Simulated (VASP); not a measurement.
Input of a VASP 6.6.1 run:

INCAR

```
ALGO     = Normal         # electronic algorithm
EDIFF    = 1E-6           # SCF threshold, eV
ENCUT    = 520            # plane-wave cutoff, eV
GGA      = PS             # functional
ISIF     = 2              # what is computed and relaxed
ISMEAR   = 0              # smearing method
LASPH    = True           # aspherical terms in the spheres
LCHARG   = False          # write CHGCAR
LREAL    = False          # projectors in reciprocal space
LWAVE    = False          # write WAVECAR
NBANDS   = 15             # bands
NELM     = 80             # most SCF steps
PREC     = Accurate       # precision mode
SIGMA    = 0.15           # smearing width, eV
```

KPOINTS

```
k-points
0
Gamma
  18 18 12
```

POSCAR

```
Os
1.0
    2.9528279736      0.0000000000      0.0000000000
   -1.4764139868      2.5572240381      0.0000000000
    0.0000000000      0.0000000000      4.3197000000
Os
2
Direct
    0.3333333333      0.6666666667      0.2500000000
    0.6666666667      0.3333333333      0.7500000000
```

Potentials or basis: VASP PAW PBE potentials, release 64 (Os).

The run is started by

```bash
$ cat potpaw_PBE.64/Os/POTCAR > POTCAR
$ mpirun -np 1 vasp_std > vasp.out
```

(1) Estimate the band gap on the k mesh.

(2) Estimate the pressure.

Answers

(1) zero (bands 8 and 9 overlap by 2.98 eV).

(2) -44.8 GPa.

Caveat: the cell differs from its parent crystal (strain +0.080 along x and y, +0.000 along z); the stress differs along the axes, from -51 to -31 GPa; the PAW data sets were made with another functional, which shifts forces and pressure a little; spin-orbit coupling is left out, which moves the levels of the heavy elements.
